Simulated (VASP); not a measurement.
# PbS (Fm-3m) in VASP: G0W0 quasiparticle levels with PBE

Aim: the G0W0 quasiparticle levels of PbS with PBE.

Everything below comes from runs of VASP 6.6.1. Logs are shortened: lines on timing, memory, paths and dates and some standing lists are left out, and cuts for length are marked.

### 1 The cell of the first run

Symmetry: Fm-3m, No. 225, cubic system. The conventional cell has a = 6.009 Å, b = 6.009 Å, c = 6.009 Å, α = 90.00°, β = 90.00°, γ = 90.00°. Within 4.0 Å of Pb (site symmetry m-3m) lie 6 S at 3.00 Å. S (site symmetry m-3m) has 6 Pb at 3.00 Å within 4.0 Å.

### 2 G0W0 quasiparticle levels, PBE

POSCAR

```
PbS
1.0
    0.0000000000      3.0044370250      3.0044370250
    3.0044370250      0.0000000000      3.0044370250
    3.0044370250      3.0044370250      0.0000000000
Pb S
1 1
Direct
    0.0000000000      0.0000000000      0.0000000000
    0.5000000000      0.5000000000      0.5000000000
```

INCAR.step1

```
ALGO = Normal
EDIFF = 1E-8
ENCUT = 500
GGA = PE
ISMEAR = 0
LASPH = T
LCHARG = F
LREAL = F
LWAVE = T
NELM = 60
PREC = Accurate
SIGMA = 0.01
```

INCAR.step2

```
ALGO = Exact
EDIFF = 1E-8
ENCUT = 500
GGA = PE
ISMEAR = 0
ISTART = 1
LASPH = T
LCHARG = F
LOPTICS = T
LREAL = F
LWAVE = T
NBANDS = 237
NELM = 1
PREC = Accurate
SIGMA = 0.01
```

INCAR.step3

```
ALGO = EVGW0
EDIFF = 1E-8
ENCUT = 500
ENCUTGW = 150.0
GGA = PE
ISMEAR = 0
ISTART = 1
LASPH = T
LCHARG = F
LREAL = F
LWAVE = F
NBANDS = 237
NBANDSGW = 19
NELMGW = 1
NOMEGA = 96
OMEGAMAX = 20
PREC = Accurate
PRECFOCK = Fast
SIGMA = 0.01
```

KPOINTS

```
k-points
0
Gamma
  4 4 4
```

Potentials or basis: VASP PAW PBE potentials, release 64 (Pb_d_GW, S_GW).

Started as:

```bash
$ cat potpaw_PBE.64/Pb_d_GW/POTCAR potpaw_PBE.64/S_GW/POTCAR > POTCAR
$ cp INCAR.step1 INCAR
$ mpirun -np 1 vasp_std > vasp.out
$ cp INCAR.step2 INCAR
$ mpirun -np 1 vasp_std > vasp.out
$ cp INCAR.step3 INCAR
$ mpirun -np 1 vasp_std > vasp.out
```

OUTCAR:

```text
EDIFF = 1E-8
   ENCUT = 500
   ENCUTGW = 150.0
   GGA = PE
   ISMEAR = 0
   ISTART = 1
   LASPH = T
   LREAL = F
   NELMGW = 1
   PREC = Accurate
   PRECFOCK = Fast

 ion  position               nearest neighbor table
   1  0.000  0.000  0.000-
   2  0.500  0.500  0.500-

  LATTYP: Found a face centered cubic cell.
 ALAT       =     6.0088740500

  Lattice vectors:

 A1 = (   0.0000000000,   3.0044370250,   3.0044370250)
 A2 = (   3.0044370250,   0.0000000000,   3.0044370250)
 A3 = (   3.0044370250,   3.0044370250,   0.0000000000)

Analysis of symmetry for initial positions (statically):
=====================================================================
 Subroutine PRICEL returns:
 Original cell was already a primitive cell.

 Routine SETGRP: Setting up the symmetry group for a
 face centered cubic supercell.

 Subroutine GETGRP returns: Found 48 space group operations
 (whereof 48 operations were pure point group operations)
 out of a pool of 48 trial point group operations.

The static configuration has the point symmetry O_h .

Analysis of symmetry for dynamics (positions and initial velocities):
=====================================================================
 Subroutine PRICEL returns:
 Original cell was already a primitive cell.

 Routine SETGRP: Setting up the symmetry group for a
 face centered cubic supercell.

 Subroutine GETGRP returns: Found 48 space group operations
 (whereof 48 operations were pure point group operations)
 out of a pool of 48 trial point group operations.

The dynamic configuration has the point symmetry O_h .

 Subroutine INISYM returns: Found 48 space group operations
 (whereof 48 operations are pure point group operations),
 and found     1 'primitive' translations

----------------------------------------------------------------------------------------

                                     Primitive cell

  volume of cell :      54.2400

  direct lattice vectors                    reciprocal lattice vectors
     0.000000000  3.004437025  3.004437025    -0.166420529  0.166420529  0.166420529
     3.004437025  0.000000000  3.004437025     0.166420529 -0.166420529  0.166420529
     3.004437025  3.004437025  0.000000000     0.166420529  0.166420529 -0.166420529

[... 39 lines left out ...]
            Coordinates               Weight
  0.000000  0.000000  0.000000      1.000000
  0.250000  0.000000  0.000000      8.000000
  0.500000  0.000000  0.000000      4.000000
  0.250000  0.250000  0.000000      6.000000
  0.500000  0.250000  0.000000     24.000000
 -0.250000  0.250000  0.000000     12.000000
  0.500000  0.500000  0.000000      3.000000
 -0.250000  0.500000  0.250000      6.000000
   k-points           NKPTS =      8   k-points in BZ     NKDIM =     64   number of bands    NBANDS=    237
   number of dos      NEDOS =    301   number of ions     NIONS =      2
   total plane-waves  NPLWV =  32768
   dimension x,y,z NGX =    32 NGY =   32 NGZ =   32
   dimension x,y,z NGXF=    64 NGYF=   64 NGZF=   64
   ions per type =               1   1
   NGX,Y,Z   is equivalent  to a cutoff of  12.52, 12.52, 12.52 a.u.
   NGXF,Y,Z  is equivalent  to a cutoff of  25.04, 25.04, 25.04 a.u.
 SYSTEM =  unknown system
   PREC   = accura    normal or accurate (medium, high low for compatibility)
   ISTART =      1    job   : 0-new  1-cont  2-samecut
   ICHARG =      0    charge: 1-file 2-atom 10-const
   ISPIN  =      1    spin polarized calculation?
   LNONCOLLINEAR =      F non collinear calculations
   LSORBIT =      F    spin-orbit coupling
   LASPH  =      T    aspherical Exc in radial PAW
   ENCUT  =  500.0 eV  36.75 Ry    6.06 a.u.   7.75  7.75  7.75*2*pi/ulx,y,z
   NELM   =     60;   NELMIN=  2; NELMDL=  0     # of ELM steps
   EDIFF  = 0.1E-07   stopping-criterion for ELM
   LREAL  =      F    real-space projection
   EDIFFG = 0.1E-06   stopping-criterion for IOM
   NSW    =      0    number of steps for IOM
   IBRION =     -1    ionic relax: 0-MD 1-quasi-New 2-CG
   NFREE  =      0    steps in history (QN), initial steepest desc. (CG)
   ISIF   =      0    stress and relaxation
   ISYM   =      3    0-nonsym 1-usesym 2-fastsym
   POTIM  = 0.5000    time-step for ionic-motion
   TEBEG  =    0.0;   TEEND  =   0.0 temperature during run
   PSTRESS=    0.0 pullay stress
   NELECT =      22.0000    total number of electrons
   NUPDOWN=      -1.0000    fix difference up-down
   EMIN   =  10.00;   EMAX   =-10.00  energy-range for DOS
   EFERMI =   0.00;   METHOD = LEGACY
   ISMEAR =     0;   SIGMA  =   0.01  broadening in eV -4-tet -1-fermi 0-gaus
   EFERMI_NEDOS =   21; number of points for ismear=-14 and -15
   IALGO  =     38    algorithm
   IMIX   =      4    mixing-type and parameters
     AMIX     =   0.40;   BMIX     =  1.00
     AMIX_MAG =   1.60;   BMIX_MAG =  1.00
  volume/ion in A,a.u.               =      27.12       183.01
  Fermi-wavevector in a.u.,A,eV,Ry     =   1.211833  2.290032 19.980675  1.468538
  Thomas-Fermi vector in A             =   2.347336
   LORBIT       =      0    0 simple, 1 ext, 2 COOP (PROOUT), +10 PAW based schemes
   GGA     = PE    functional components
   LHFCALC =     T    Hartree Fock is set to
   PRECFOCK=fast      Normal, Fast or Accurate (Low or Medium for compatibility)
   ENCUT4O =  -1.0   cutoff for four orbital integrals eV
   NKREDX  =     1    reduce k-point grid by
   NKREDY  =     1    reduce k-point grid by
   NKREDZ  =     1    reduce k-point grid by
   AEXX    =    1.0000 exact exchange contribution
   HFSCREEN=    0.0000 screening length (either q_TF or 0.3 A-1)
   HFSCREENC=   0.0000 screening length for correlation (either q_TF or 0.3 A-1)
   ENCUTFOCK=  -1.0 apply spherical cutoff to Coloumb kernel
   IVDW    =     0    specifies the selected vdW correction
   LEPSILON=     F    determine dielectric tensor
   LRPA    =     F    only Hartree local field effects (RPA)
   LRPAFORCE           =     F    calculate RPA forces
   ENCUTGW             = 150.0    cutoff for response function in eV
   ENCUTGWSOFT         = 120.0    soft cutoff for Coulomb kernel in GW response function in eV
   ENCUTLF             =  -1.0    cutoff for local field effects
   NELMGW              =     1    number of iterations in solving QP/BSE equation
   NELMHF              =     1    number of iterations in the inner HF iteration
   NKREDLFX            =     1    NKREDLFY  =   1   NKREDLFZ  =   1
 non-spin polarized calculation
 Gauss-broadening in eV      SIGMA  =   0.01
  energy-cutoff  :      500.00
  volume of cell :       54.24
 maximum number of plane-waves:      1411
 NGX is ok and might be reduce to    32
  NGX = 18; NGY = 18; NGZ = 18
   NGX = 15   NGY = 15   NGZ = 15
 maximum number of plane-waves:       259
 NGX is ok and might be reduce to    18

 QP shifts <psi_nk| G(iteration)W_0 |psi_nk>: iteration 1
 for sc-GW calculations column KS-energies equals QP-energies in previous step
 and V_xc(KS)=  KS-energies - (<T + V_ion + V_H > + <T+V_H+V_ion>^1  + <V_x>^1)

 k-point   1 :       0.0000    0.0000    0.0000
  band No.  KS-energies  QP-energies   sigma(KS)   V_xc(KS)     V^pw_x(r,r')   Z            occupation Imag(sigma)

      1    -136.0498    -158.7295     -28.0631       5.4436     -36.1667       0.6769       2.0000       0.5431
      2     -13.3672     -20.4852     -20.2045      -9.8424     -25.2299       0.6869       2.0000       0.2242
      3     -13.3672     -20.4852     -20.2045      -9.8424     -25.2299       0.6869       2.0000       0.2242
      4     -13.3672     -20.4852     -20.2045      -9.8424     -25.2299       0.6869       2.0000       0.2242
      5     -13.3498     -20.4905     -20.2491      -9.8790     -25.3325       0.6886       2.0000       0.2489
      6     -13.3498     -20.4905     -20.2491      -9.8790     -25.3325       0.6886       2.0000       0.2489
[... 159 lines left out ...]
      5     -13.3480     -20.5058     -20.2499      -9.8848     -25.3484       0.6906       2.0000       0.2720
      6     -13.3144     -20.5392     -20.2830      -9.8568     -25.2987       0.6930       2.0000       0.2254
[... 11 lines left out ...]
     18      15.4806      15.5617     -10.4042     -10.5135      -4.1440       0.7411       0.0000      -0.5260
     19      15.9624      15.8499     -11.1139     -10.9766      -4.9367       0.8189       0.0000      -0.7250
```

OUTCAR.step2:

```text
EDIFF = 1E-8
   ENCUT = 500
   GGA = PE
   ISMEAR = 0
[... 745 lines left out ...]
  --------------------------------------------------------------------------------------------------------------
     0.00000   -24.59591   -24.59591   -24.59591     0.00000     0.00000    -0.00000
     3.39776   -10.36314   -10.36314   -10.36314     0.00000     0.00000    -0.00000
     6.79552    -0.75091    -0.75091    -0.75091    -0.00000     0.00000    -0.00000
    10.19328    -1.17912    -1.17912    -1.17912    -0.00000    -0.00000     0.00000
    13.59104    -0.53934    -0.53934    -0.53934    -0.00000    -0.00000    -0.00000
    16.98880     0.46983     0.46983     0.46983    -0.00000    -0.00000    -0.00000
[... 92 lines left out ...]
   332.98043     0.99311     0.99311     0.99311    -0.00000    -0.00000    -0.00000
   336.37819     0.99327     0.99327     0.99327    -0.00000    -0.00000    -0.00000
```

Run time: 6.7 min. Hardware: 1 thread of Intel Xeon 6975P-C (Granite Rapids), shared host; peak memory 0.75 GiB.

What came out:

```yaml
Quasiparticle_gap: 0.82 eV
Least_direct_quasiparticle_gap: 0.82 eV
Band_gap_of_the_starting_levels_on_the_mesh: 0.50 eV
Least_direct_gap_of_the_starting_levels_on_the_mesh: 0.50 eV
```

Caveat: the k points lie up to 0.45 Å⁻¹ apart; bands, screening cutoff and mesh are small and nothing is extrapolated, so the quasiparticle values aren't converged; spin-orbit coupling is left out, which moves the levels of the heavy elements.
